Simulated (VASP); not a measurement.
Wanted: the native input for a VASP 6.6.1 run.

- Task: single point
- Functional: PBEsol
- Potentials or basis: VASP PAW PBE potentials, release 64 (Ca_sv, O)
- Cutoff: 520 eV
- k mesh: 8 × 8 × 8
- Occupations: gaussian, width 0.02 eV
- Spin: no spin polarisation
- Dipole correction: no
- Further INCAR settings: ALGO = Normal; EDIFF = 1e-06; NBANDS = 15

The structure of CaO lies in POSCAR:

```
CaO
1.0
    0.0000000000      2.5260000000      2.5260000000
    2.5260000000      0.0000000000      2.5260000000
    2.5260000000      2.5260000000      0.0000000000
Ca O
1 1
Direct
    0.0000000000      0.0000000000      0.0000000000
    0.2500000000      0.2500000000      0.2500000000
```

This cell differs from its parent crystal: volume scaled by 0.932 of the coarse rest volume.

One way to write it, as run:

INCAR

```
SYSTEM = CaO
PREC = Accurate
ENCUT = 520
EDIFF = 1E-6
ISMEAR = 0
SIGMA = 0.02
LREAL = .False.
LASPH = .True.
NELM = 80
ALGO = Normal
ISIF = 2
LWAVE = .False.
LCHARG = .False.
GGA = PS
NBANDS = 15
```

KPOINTS

```
Automatic mesh
0
Gamma
  8 8 8
  0 0 0
```

Potentials or basis: VASP PAW PBE potentials, release 64 (Ca_sv, O).

Launch:

```bash
$ cat potpaw_PBE.64/Ca_sv/POTCAR potpaw_PBE.64/O/POTCAR > POTCAR
$ mpirun -np 1 vasp_std > vasp.out
```

It gave:

The pressure is 7.8 GPa and the band gap on the k mesh is 3.51 eV, indirect (least direct gap 4.34 eV).

Caveat: the PAW data sets were made with another functional, which shifts forces and pressure a little.

Wall time 7.5 s on 1 thread of Intel(R) Xeon(R) 6975P-C (Granite Rapids) (shared host), peak memory 0.15 GiB.
